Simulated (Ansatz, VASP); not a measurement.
## One calculation of PbS, two programs

The input INCAR:

```
SYSTEM = PbS
PREC = Accurate
ENCUT = 520
EDIFF = 1E-6
ISMEAR = 0
SIGMA = 0.05
LREAL = .False.
LASPH = .True.
NELM = 80
ALGO = Normal
ISIF = 2
LWAVE = .False.
LCHARG = .False.
LDIPOL = .True.
IDIPOL = 3
DIPOL = 0.5 0.5 0.500
GGA = PE
NBANDS = 50
```

File KPOINTS:

```
Automatic mesh
0
Gamma
  8 8 1
  0 0 0
```

The input POSCAR:

```
PbS
1.0
    4.2490215878      0.0000000000      0.0000000000
    0.0000000000      4.2490215878      0.0000000000
    0.0000000000      0.0000000000     24.0135359345
Pb S
4 4
Direct
    0.0000000000      0.0000000000      0.3137823011
    0.5000000000      0.5000000000      0.4310250292
    0.0000000000      0.0000000000      0.5689645629
    0.5000000000      0.5000000000      0.6862178657
    0.5000000000      0.5000000000      0.3164107510
    0.0000000000      0.0000000000      0.4278521556
    0.5000000000      0.5000000000      0.5721553014
    0.0000000000      0.0000000000      0.6835920330
```

Input for Ansatz:

```yaml
crystal:
  lattice:
    - [4.2490215878, 0.0, 0.0]
    - [0.0, 4.2490215878, 0.0]
    - [0.0, 0.0, 24.0135359345]
  atoms:
    - { symbol: Pb, position: [0.0, 0.0, 0.3137823011] }
    - { symbol: S, position: [0.5, 0.5, 0.316410751] }
    - { symbol: Pb, position: [0.5, 0.5, 0.4310250292] }
    - { symbol: S, position: [0.0, 0.0, 0.4278521556] }
    - { symbol: Pb, position: [0.0, 0.0, 0.5689645629] }
    - { symbol: S, position: [0.5, 0.5, 0.5721553014] }
    - { symbol: Pb, position: [0.5, 0.5, 0.6862178657] }
    - { symbol: S, position: [0.0, 0.0, 0.683592033] }
basis:
  ecutwfc: 420
kpoints:
  mp_grid: { grid: [8, 8, 1] }
  band_path:
    path: [[0.5, 0, 0], [0, 0, 0], [0.5, 0.5, 0], [0.5, 0, 0]]
    npoints: 12
hamiltonian:
  xc: pbe
scf:
  occupations: { method: gaussian, width: 0.05 }
  n_extra_bands: 22
output:
  forces: true
  stress: true
  eigenvalues: true
  populations: true
  fatbands: true
  write_density: true
  write_potential: true
  elf: true
  volumetric_format: npy
efield:
  axis: 3
  dipole_correction: true
  ramp_width: 0.04
```

Alike in both runs: task single point; functional PBE; k mesh 8 × 8 × 1; occupations gaussian, width 0.05 eV; no spin polarisation.

|  | VASP | Ansatz |
| --- | --- | --- |
| version | VASP 6.6.1 | Ansatz 0.2.0 |
| potentials or method | VASP PAW PBE potentials, release 64 (Pb_d, S), cutoff 520 eV | scalar-relativistic, plane waves, PAW |
| valence electrons in the cell | 80 | 80 |

VASP gave:

- gap on the k mesh at the Fermi level (eV): 1.61
- least direct gap on the mesh (eV): 1.63

Problem. What did Ansatz give for the same quantities?

Solution. gap on the k mesh at the Fermi level (eV): 1.60; least direct gap on the mesh (eV): 1.63.

Ansatz's warnings: xc potential rough in thin density.

Spin-orbit coupling is off throughout.
